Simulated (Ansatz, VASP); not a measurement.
# InP: VASP beside Ansatz

The input INCAR:

```
SYSTEM = InP
  ALGO = Normal
  EDIFF = 1E-6
  ENCUT = 520
  GGA = PE
  ISIF = 2
  ISMEAR = -1
  LASPH = .True.
  LCHARG = .True.
  LELF = .True.
  LREAL = .False.
  LVHAR = .True.
  LWAVE = .False.
  NBANDS = 16
  NELM = 100
  PREC = Accurate
  SIGMA = 0.02
```

KPOINTS

```
k-points
0
Gamma
  8 8 8
  0 0 0
```

POSCAR

```
InP
1.0
    0.0000000000      2.9537876469      2.9537876469
    3.0276323381      0.0000000000      2.9537876469
    3.0276323381      2.9537876469      0.0000000000
In P
1 1
Direct
    0.0000000000      0.0000000000      0.0000000000
    0.2500000000      0.2500000000      0.2500000000
```

Input for Ansatz:

```yaml
crystal:
  lattice:
    - [0.0, 2.9537876469, 2.9537876469]
    - [3.0276323381, 0.0, 2.9537876469]
    - [3.0276323381, 2.9537876469, 0.0]
  atoms:
    - { symbol: In, position: [0.0, 0.0, 0.0] }
    - { symbol: P, position: [0.25, 0.25, 0.25] }
kpoints:
  mp_grid: { grid: [8, 8, 8] }
  band_path:
    path:
      - [0.0, 0.0, 0.0]
      - [-0.5, -0.5, 0.0]
      - [-0.375, -0.375, 0.25]
      - [-0.375, 0.0, 0.375]
      - [0.0, 0.0, 0.5]
      - [-0.5, -0.25, 0.25]
    npoints: 1
hamiltonian:
  xc: pbe
scf:
  occupations: { method: fermi_dirac, width: 0.02 }
  n_extra_bands: 4
output:
  forces: true
  stress: true
  eigenvalues: true
```

Change from the starting cell: uniaxial_x strain +2.5%.

Alike in both runs: task single point; functional PBE; k mesh 8 × 8 × 8; occupations fermi-dirac, width 0.02 eV; no spin polarisation.

|  | VASP | Ansatz |
| --- | --- | --- |
| version | VASP 6.6.1 | Ansatz 0.2.0 |
| potentials or method | VASP PAW PBE potentials, release 64 (In_d, P) | plane waves, PAW |
| plane-wave cutoff (eV) | 520 | 420 |
| valence electrons in the cell | 18 | 18 |

```csv
,VASP,Ansatz,Ansatz less VASP
pressure (GPa),0.0,0.1,+0.05
"traceless stress, the component that is largest in VASP (GPa)",-0.71,-0.71,+0.001
```

The functional is the same, so the differences come from potentials, cutoffs and numerics.
